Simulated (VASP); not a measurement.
# Ta2SiO3 (P4/mmm) in VASP: a series of runs

Runs on Ta2SiO3. Level: PBE. Tasks: single point.

Program: VASP 6.6.1. These are calculated values, not measurements. Logs are shortened: lines on timing, memory, paths and dates and some standing lists are left out, and cuts for length are marked.

## Step 1: The cell of the first run

The structure is tetragonal, space group P4/mmm (No. 123). The conventional cell has a = 2.961 Å, b = 2.961 Å, c = 8.560 Å, α = 90.00°, β = 90.00°, γ = 90.00°. Within 2.5 Å of Ta (site symmetry 4mm) lie 5 O at 1.90 to 2.12 Å. Within 3.6 Å of Si (site symmetry 4/mmm) lie 2 O at 2.70 Å and 4 Si at 2.96 Å and 8 Ta at 3.17 Å. Within 2.8 Å of O (site symmetry 4mm) lie 4 Ta at 2.12 Å and 4 O at 2.62 Å and 1 Si at 2.70 Å. O (site symmetry 4/mmm) has 2 Ta at 1.90 Å within 2.5 Å.

The cell was built from a structure type or drawn by symmetry, and may not be a known phase.

## Step 2: Single point, PBE

Contents of INCAR:

```
ALGO = Normal
EDIFF = 1E-6
ENCUT = 600
GGA = PE
GGA_COMPAT = False
ISIF = 2
ISMEAR = 0
LASPH = True
LCHARG = False
LREAL = False
LWAVE = False
NBANDS = 31
NELM = 120
PREC = Accurate
SIGMA = 0.15
```

Contents of KPOINTS:

```
k-points
0
Gamma
  4 4 1
```

Contents of POSCAR:

```
Ta2SiO3
1.0
    2.9607808848      0.0000000000      0.0000000000
    0.0000000000      2.9607808848      0.0000000000
    0.0000000000      0.0000000000      8.5599406314
Ta Si O
2 1 3
Direct
    0.5000000000      0.5000000000      0.7219840978
    0.5000000000      0.5000000000      0.2780159022
    0.0000000000      0.0000000000      0.0000000000
    0.0000000000      0.0000000000      0.6841912008
    0.0000000000      0.0000000000      0.3158087992
    0.5000000000      0.5000000000      0.5000000000
```

Potentials or basis: VASP PAW PBE potentials, release 64 (Ta_pv, Si, O).

Started as:

```
> cat potpaw_PBE.64/Ta_pv/POTCAR potpaw_PBE.64/Si/POTCAR potpaw_PBE.64/O/POTCAR > POTCAR
> mpirun -np 1 vasp_std > vasp.out
```

OUTCAR:

```text
EDIFF = 1E-6
   ENCUT = 600
   GGA = PE
   ISIF = 2
   ISMEAR = 0
   LASPH = True
   LREAL = False
   NELM = 120
   PREC = Accurate

 ion  position               nearest neighbor table
   1  0.500  0.500  0.722-   6 1.90   4 2.12   4 2.12   4 2.12   4 2.12   3 3.17   3 3.17   3 3.17
                             3 3.17
   2  0.500  0.500  0.278-   6 1.90   5 2.12   5 2.12   5 2.12   5 2.12   3 3.17   3 3.17   3 3.17
                             3 3.17
   3  0.000  0.000  0.000-   1 3.17   2 3.17   1 3.17   2 3.17   1 3.17   2 3.17   1 3.17   2 3.17

   4  0.000  0.000  0.684-   1 2.12   1 2.12   1 2.12   1 2.12
   5  0.000  0.000  0.316-   2 2.12   2 2.12   2 2.12   2 2.12
   6  0.500  0.500  0.500-   1 1.90   2 1.90

  LATTYP: Found a simple tetragonal cell.
 ALAT       =     2.9607808848
 C/A-ratio  =     2.8911091244

  Lattice vectors:

 A1 = (   2.9607808848,   0.0000000000,   0.0000000000)
 A2 = (   0.0000000000,   2.9607808848,   0.0000000000)
 A3 = (   0.0000000000,   0.0000000000,   8.5599406314)

Analysis of symmetry for initial positions (statically):
=====================================================================
 Subroutine PRICEL returns:
 Original cell was already a primitive cell.

 Routine SETGRP: Setting up the symmetry group for a
 simple tetragonal supercell.

 Subroutine GETGRP returns: Found 16 space group operations
 (whereof 16 operations were pure point group operations)
 out of a pool of 16 trial point group operations.

The static configuration has the point symmetry D_4h.

Analysis of symmetry for dynamics (positions and initial velocities):
=====================================================================
 Subroutine PRICEL returns:
 Original cell was already a primitive cell.

 Routine SETGRP: Setting up the symmetry group for a
 simple tetragonal supercell.

 Subroutine GETGRP returns: Found 16 space group operations
 (whereof 16 operations were pure point group operations)
 out of a pool of 16 trial point group operations.

The dynamic configuration has the point symmetry D_4h.

 Subroutine INISYM returns: Found 16 space group operations
 (whereof 16 operations are pure point group operations),
 and found     1 'primitive' translations

----------------------------------------------------------------------------------------

                                     Primitive cell

  volume of cell :      75.0384

  direct lattice vectors                    reciprocal lattice vectors
     2.960780885  0.000000000  0.000000000     0.337748736  0.000000000  0.000000000
     0.000000000  2.960780885  0.000000000     0.000000000  0.337748736  0.000000000
     0.000000000  0.000000000  8.559940631     0.000000000  0.000000000  0.116823240

  length of vectors
     2.960780885  2.960780885  8.559940631     0.337748736  0.337748736  0.116823240

  position of ions in fractional coordinates (direct lattice)
     0.500000000  0.500000000  0.721984098
     0.500000000  0.500000000  0.278015902
     0.000000000  0.000000000  0.000000000
     0.000000000  0.000000000  0.684191201
     0.000000000  0.000000000  0.315808799
     0.500000000  0.500000000  0.500000000

  ion indices of the primitive-cell ions
   primitive index   ion index
                 1           1
                 2           2
                 3           3
                 4           4
                 5           5
                 6           6

----------------------------------------------------------------------------------------

 KPOINTS: k-points

Automatic generation of k-mesh.
 Grid dimensions read from file:
 generate k-points for:    4    4    1

 Generating k-lattice:

  Cartesian coordinates                     Fractional coordinates (reciprocal lattice)
     0.084437184  0.000000000  0.000000000     0.250000000  0.000000000  0.000000000
     0.000000000  0.084437184  0.000000000     0.000000000  0.250000000  0.000000000
     0.000000000  0.000000000  0.116823240     0.000000000  0.000000000  1.000000000

  Length of vectors
     0.084437184  0.084437184  0.116823240

  Shift w.r.t. Gamma in fractional coordinates (k-lattice)
     0.000000000  0.000000000  0.000000000

 Subroutine IBZKPT returns following result:
 ===========================================

 Found      6 irreducible k-points:

 Following reciprocal coordinates:
            Coordinates               Weight
  0.000000  0.000000  0.000000      1.000000
  0.250000  0.000000  0.000000      4.000000
  0.500000  0.000000  0.000000      2.000000
  0.250000  0.250000  0.000000      4.000000
  0.500000  0.250000  0.000000      4.000000
  0.500000  0.500000  0.000000      1.000000
   k-points           NKPTS =      6   k-points in BZ     NKDIM =      6   number of bands    NBANDS=     31
   number of dos      NEDOS =    301   number of ions     NIONS =      6
   total plane-waves  NPLWV =  40320
   dimension x,y,z NGX =    24 NGY =   24 NGZ =   70
   dimension x,y,z NGXF=    48 NGYF=   48 NGZF=  140
   ions per type =               2   1   3
   NGX,Y,Z   is equivalent  to a cutoff of  13.48, 13.48, 13.59 a.u.
   NGXF,Y,Z  is equivalent  to a cutoff of  26.95, 26.95, 27.19 a.u.
 SYSTEM =  unknown system
   PREC   = accura    normal or accurate (medium, high low for compatibility)
   ISTART =      0    job   : 0-new  1-cont  2-samecut
   ICHARG =      2    charge: 1-file 2-atom 10-const
   ISPIN  =      1    spin polarized calculation?
   LNONCOLLINEAR =      F non collinear calculations
   LSORBIT =      F    spin-orbit coupling
   LASPH  =      T    aspherical Exc in radial PAW
   ENCUT  =  600.0 eV  44.10 Ry    6.64 a.u.   5.91  5.91 17.10*2*pi/ulx,y,z
   NELM   =    120;   NELMIN=  2; NELMDL= -5     # of ELM steps
   EDIFF  = 0.1E-05   stopping-criterion for ELM
   LREAL  =      F    real-space projection
   EDIFFG = 0.1E-04   stopping-criterion for IOM
   NSW    =      0    number of steps for IOM
   IBRION =     -1    ionic relax: 0-MD 1-quasi-New 2-CG
   NFREE  =      0    steps in history (QN), initial steepest desc. (CG)
   ISIF   =      2    stress and relaxation
   ISYM   =      2    0-nonsym 1-usesym 2-fastsym
   POTIM  = 0.5000    time-step for ionic-motion
   TEBEG  =    0.0;   TEEND  =   0.0 temperature during run
   PSTRESS=    0.0 pullay stress
   NELECT =      44.0000    total number of electrons
   NUPDOWN=      -1.0000    fix difference up-down
   EMIN   =  10.00;   EMAX   =-10.00  energy-range for DOS
   EFERMI =   0.00;   METHOD = LEGACY
   ISMEAR =     0;   SIGMA  =   0.15  broadening in eV -4-tet -1-fermi 0-gaus
   EFERMI_NEDOS =   21; number of points for ismear=-14 and -15
   IALGO  =     38    algorithm
   IMIX   =      4    mixing-type and parameters
     AMIX     =   0.40;   BMIX     =  1.00
     AMIX_MAG =   1.60;   BMIX_MAG =  1.00
  volume/ion in A,a.u.               =      12.51        84.40
  Fermi-wavevector in a.u.,A,eV,Ry     =   1.370244  2.589386 25.545878  1.877569
  Thomas-Fermi vector in A             =   2.496048
   LORBIT       =      0    0 simple, 1 ext, 2 COOP (PROOUT), +10 PAW based schemes
   GGA     = PE    functional components
   LHFCALC =     F    Hartree Fock is set to
   AEXX    =    0.0000 exact exchange contribution
   IVDW    =     0    specifies the selected vdW correction
   LEPSILON=     F    determine dielectric tensor
   LRPA    =     F    only Hartree local field effects (RPA)
 non-spin polarized calculation
 Gauss-broadening in eV      SIGMA  =   0.15
  energy-cutoff  :      600.00
  volume of cell :       75.04
 maximum number of plane-waves:      2528
 NGX is ok and might be reduce to    24
   NGX = 11   NGY = 11   NGZ = 35

 number of electron      43.9999988 magnetization

 Free energy of the ion-electron system (eV)
  ---------------------------------------------------
  ext. energy  EPLUGINS =         0.00000000
  ---------------------------------------------------
  free energy    TOTEN  =       -52.59193914 eV

  energy without entropy =      -52.56306146  energy(sigma->0) =      -52.57750030

 E-fermi :   6.2454     XC(G=0): -11.7823

 val. band max:        6.1665020777   @ k =   0.2500   0.0000   0.0000
 cond. band min:       6.3815851463   @ k =   0.5000   0.0000   0.0000
 fundamental gap:      0.2150830686
 Fermi energy:         6.2454084009

 k-point     1 :       0.0000    0.0000    0.0000
  band No.  band energies     occupation
      1     -29.3643      2.00000
      2     -29.2729      2.00000
      3     -28.9360      2.00000
      4     -28.9360      2.00000
      5     -28.9329      2.00000
      6     -28.9329      2.00000
[... 23 lines left out ...]
     30       9.7083      0.00000
     31      10.7513      0.00000

 k-point     2 :       0.2500    0.0000    0.0000
  band No.  band energies     occupation
      1     -29.3386      2.00000
      2     -29.3165      2.00000
      3     -29.3072      2.00000
      4     -29.2364      2.00000
      5     -28.8918      2.00000
      6     -28.8889      2.00000
[... 23 lines left out ...]
     30      11.7243      0.00000
     31      11.7486      0.00000

 k-point     3 :       0.5000    0.0000    0.0000
  band No.  band energies     occupation
      1     -29.6756      2.00000
      2     -29.6704      2.00000
      3     -29.2897      2.00000
      4     -29.2038      2.00000
      5     -28.8472      2.00000
      6     -28.8443      2.00000
[... 23 lines left out ...]
     30      12.3891      0.00000
     31      13.5254      0.00000

 k-point     4 :       0.2500    0.2500    0.0000
  band No.  band energies     occupation
      1     -29.3035      2.00000
      2     -29.2773      2.00000
      3     -29.2678      2.00000
      4     -29.2137      2.00000
      5     -29.2101      2.00000
      6     -29.2035      2.00000
[... 23 lines left out ...]
     30      10.3450      0.00000
     31      11.4706      0.00000

 k-point     5 :       0.5000    0.2500    0.0000
  band No.  band energies     occupation
      1     -29.5802      2.00000
      2     -29.5755      2.00000
      3     -29.2583      2.00000
      4     -29.1784      2.00000
      5     -29.1718      2.00000
      6     -29.1643      2.00000
[... 23 lines left out ...]
     30      10.9081      0.00000
     31      12.2546      0.00000

 k-point     6 :       0.5000    0.5000    0.0000
  band No.  band energies     occupation
      1     -29.4820      2.00000
      2     -29.4820      2.00000
      3     -29.4778      2.00000
      4     -29.4778      2.00000
      5     -29.2251      2.00000
      6     -29.1432      2.00000
[... 23 lines left out ...]
     30      11.5540      0.00000
     31      11.6093      0.00000

------------------------ aborting loop because EDIFF is reached ----------------------------------------

  FORCE on cell =-STRESS in cart. coord.  units (eV):
  Direction    XX          YY          ZZ          XY          YZ          ZX
  --------------------------------------------------------------------------------------
  -------------------------------------------------------------------------------------
  Total        0.0563219      0.0563219      0.1304351      0.0000000     -0.0000000     -0.0000000
  in kB        1.2025534      1.2025534      2.7849773      0.0000000     -0.0000000     -0.0000000
  external PRESSURE =       1.7300281 kB  Pullay stress =       0.0000000 kB

 VOLUME and BASIS-vectors are now :
 -----------------------------------------------------------------------------
  energy-cutoff  :      600.00
  volume of cell :       75.04
      direct lattice vectors                 reciprocal lattice vectors
     2.960780885  0.000000000  0.000000000     0.337748736  0.000000000  0.000000000
     0.000000000  2.960780885  0.000000000     0.000000000  0.337748736  0.000000000
     0.000000000  0.000000000  8.559940631     0.000000000  0.000000000  0.116823240

 POSITION                                       TOTAL-FORCE (eV/Angst)
 -----------------------------------------------------------------------------------
      1.48039      1.48039      6.18014         0.000000      0.000000      0.066235
      1.48039      1.48039      2.37980         0.000000     -0.000000     -0.066235
      0.00000      0.00000      0.00000         0.000000      0.000000      0.000000
      0.00000      0.00000      5.85664        -0.000000      0.000000      0.026323
      0.00000      0.00000      2.70330        -0.000000     -0.000000     -0.026323
      1.48039      1.48039      4.27997         0.000000      0.000000      0.000000
 -----------------------------------------------------------------------------------
    total drift:                                0.000000     -0.000000     -0.000000

  FREE ENERGIE OF THE ION-ELECTRON SYSTEM (eV)
  ---------------------------------------------------
  free  energy   TOTEN  =       -52.5919391392 eV

  energy  without entropy=      -52.5630614551  energy(sigma->0) =      -52.57750030
```

Wall time 9.5 s (1 thread of Intel Xeon 6975P-C (Granite Rapids), shared host); peak memory 0.19 GiB.

What came out:

* Free energy: -52.5919 eV
* Pressure: 0.2 GPa
* Largest force: 0.066 eV/Å
* Band gap on the k mesh: zero (bands 22 and 23 overlap by 2.32 eV)

Forces in eV/Å, atoms in the order of the input:
```
Ta   0.000  0.000  0.066
Ta   0.000  0.000 -0.066
Si   0.000  0.000  0.000
O    0.000  0.000  0.026
O    0.000  0.000 -0.026
O    0.000  0.000  0.000
```

Stress tensor (GPa, compression positive):
```
0.12 0.00 0.00
0.00 0.12 0.00
0.00 0.00 0.28
```

Caveat: the k points lie up to 0.73 Å⁻¹ apart, too coarse for converged energies and pressures of a metal; spin-orbit coupling is left out, which moves the levels of the heavy elements.

(Continued in part 2 of 2.)
